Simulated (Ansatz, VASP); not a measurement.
# MgO in VASP and in Ansatz

File INCAR:

```
SYSTEM = MgO
ALGO     = Normal         ! electronic algorithm
EDIFF    = 1E-6           ! SCF threshold, eV
ENCUT    = 600            ! plane-wave cutoff, eV
GGA_COMPAT= .FALSE.      
ISIF     = 2              ! what is computed and relaxed
ISMEAR   = -1             ! smearing method
LASPH    = .TRUE.         ! aspherical terms in the spheres
LCHARG   = .FALSE.        ! write CHGCAR
LREAL    = .FALSE.        ! projectors in reciprocal space
LWAVE    = .FALSE.        ! write WAVECAR
NBANDS   = 11             ! bands
NELM     = 120            ! most SCF steps
PREC     = Accurate       ! precision mode
SIGMA    = 0.01           ! smearing width, eV
```

KPOINTS

```
k-points
0
G
  8 8 8
  0 0 0
```

POSCAR

```
MgO
1.0
    0.0000000000      2.1061000000      2.1061000000
    2.1061000000      0.0000000000      2.1061000000
    2.1061000000      2.1061000000      0.0000000000
Mg O
1 1
Direct
    0.0000000000      0.0000000000      0.0000000000
    0.5000000000      0.5000000000      0.5000000000
```

Input for Ansatz:

```yaml
crystal:
  lattice:
    - [0.0, 2.1061, 2.1061]
    - [2.1061, 0.0, 2.1061]
    - [2.1061, 2.1061, 0.0]
  atoms:
    - { symbol: Mg, position: [0.0, 0.0, 0.0] }
    - { symbol: O, position: [0.5, 0.5, 0.5] }
hamiltonian:
  xc: lda
  pseudopotentials: { kind: paw }
basis:
  ecutwfc: 420
kpoints:
  mp_grid: { grid: [8, 8, 8] }
scf:
  occupations: { method: fermi_dirac, width: 0.01 }
  lower_state_search: "off"
  algorithm: density_mixing
  max_iter: 60
  mixing: {}
output:
  forces: true
  stress: true
```

Alike in both runs: task single point; functional LDA; k mesh 8 × 8 × 8; occupations fermi-dirac, width 0.01 eV; no spin polarisation.

|  | VASP | Ansatz |
| --- | --- | --- |
| version | VASP 6.6.1 | Ansatz 0.2.0 |
| potentials or method | VASP PAW LDA potentials, release 64 (Mg, O), cutoff 600 eV | PAW, plane waves, scalar-relativistic |
| valence electrons in the cell | 8 | 16 |

|  | VASP | Ansatz | Ansatz less VASP |
| --- | --- | --- | --- |
| pressure (GPa) | -8.0 | -6.1 | +1.91 |

LDA's correlation is that of Perdew and Zunger in VASP and of Perdew and Wang (1992) in Ansatz. VASP's potentials hold 8 valence electrons a cell and Ansatz's 16, so a difference there can come from the potentials and not from the codes.
